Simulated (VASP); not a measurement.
# MgO: single point with PBE

The system is MgO.

```xyz
2
Lattice="-0.6751 1.8564 1.8564 1.8564 -0.6751 1.8564 1.8564 1.8564 -0.6751" Properties=species:S:1:pos:R:3 pbc="T T T"
Mg    0.0000    0.0000    0.0000
O     1.5189    1.5189    1.5189
```

This cell differs from its parent crystal: ratio of the length along [111] to the lengths across it x 0.6, volume and fractional coordinates fixed.

| Quantity | Value |
| --- | --- |
| Program | VASP 6.6.1 |
| Task | single point |
| Functional | PBE |
| Potentials or basis | VASP PAW PBE potentials, release 64 (Mg, O) |
| Cutoff | 600 eV |
| k mesh | 10 × 10 × 10 |
| Occupations | gaussian, width 0.05 eV |
| Spin | no spin polarisation |

```
Pressure               : -4.0 GPa
Band gap on the k mesh : 2.32 eV, indirect (least direct gap 2.48 eV)
```

Stress tensor (GPa, compression positive):
```
-3.98  8.71  8.71
 8.71 -3.98  8.71
 8.71  8.71 -3.98
```

Levels at points of the mesh, in eV from the valence-band top:
```csv
k point,band 2,band 3,band 4,band 5,band 6,band 7
"(0.00, 0.00, 0.00)",-0.99,-0.99,-0.15,2.32,10.91,10.91
"(0.50, 0.00, 0.00)",-5.82,-0.75,-0.08,6.70,9.13,15.00
"(0.50, 0.50, 0.00)",-4.46,-3.75,0.00,5.26,10.98,12.43
"(0.50, 0.50, 0.50)",-3.56,-2.86,-2.86,5.85,8.88,8.88
```

Wall time 26 s on 1 thread of Intel Xeon 8259CL, on a shared host, peak memory 0.16 GiB.

 A k mesh can miss the band edges.
